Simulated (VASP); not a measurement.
The system is Cr.

```xyz
2
Lattice="3.0647 0.0000 0.0000 0.0000 3.0647 0.0000 0.0000 0.0000 3.0647" Properties=species:S:1:pos:R:3 pbc="T T T"
Cr    0.0000    0.0000    0.0000
Cr    1.5324    1.5324    1.5324
```

Base run:

| Property | Result |
| --- | --- |
| Program | VASP 6.6.1 |
| Functional | PBE |
| Potentials or basis | VASP PAW PBE potentials, release 64 (Cr_pv) |
| Cutoff | 520 eV |
| k mesh | 11 × 11 × 11 |
| Occupations | fermi-dirac, width 0.05 eV |
| Spin | no spin polarisation |

Its results: band gap on the k mesh zero (bands 12 and 13 overlap by 0.66 eV); pressure -35.4 GPa.

Question: The run is repeated on the same cell with these changes: spin from no spin polarisation to collinear spin, antiferromagnetic start; further incar settings from ALGO = Normal; EDIFF = 1e-07; NBANDS = 19 to ALGO = Normal; EDIFF = 1e-06; NBANDS = 23. What comes out?

Answer: Band gap on the k mesh zero (filled and empty bands overlap); pressure -18.2 GPa; net moment 0.00 μB per cell; site moments Cr -2.35, +2.35 μB.

Caveats: the cell stands under tension; an empty level that is flat over the whole mesh can mark a ghost state of the potentials, or a narrow d or f band (at least some runs).
